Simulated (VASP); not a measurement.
Sn, 2 atoms in the cell. It takes space group I4_1/amd (No. 141, tetragonal). Conventional cell: a = 6.334 Å, b = 6.334 Å, c = 2.756 Å, α = 90.00°, β = 90.00°, γ = 90.00°. Sn (site symmetry -4m2) has 6 Sn at 2.76 to 3.24 Å within 3.6 Å.  This cell differs from its parent crystal: ratio of the length along z to the lengths across it x 0.8, volume and fractional coordinates fixed.

| Item | Value |
| --- | --- |
| Program | VASP 6.6.1 |
| Task | single point |
| Functional | PBE |
| Potentials or basis | VASP PAW PBE potentials, release 64 (Sn_d) |
| Cutoff | 520 eV |
| k mesh | 18 × 18 × 18 |
| Occupations | methfessel-paxton, width 0.2 eV |
| Spin | no spin polarisation |
| Dipole correction | no |
| Further INCAR settings | ALGO = Fast; EDIFF = 1e-06; NBANDS = 21 |

Potentials or basis: VASP PAW PBE potentials, release 64 (Sn_d).

Launch:

```bash
$ cat potpaw_PBE.64/Sn_d/POTCAR > POTCAR
$ mpirun -np 1 vasp_std > vasp.out
```

Hardware: 1 thread of Intel Xeon 8259CL (shared host).

Task: Estimate the wall time of this run.

Result: Run time: 15 min on 1 thread of Intel Xeon 8259CL, with other jobs on the host, peak memory 0.55 GiB. Counts: scf iterations 13, k points 480.
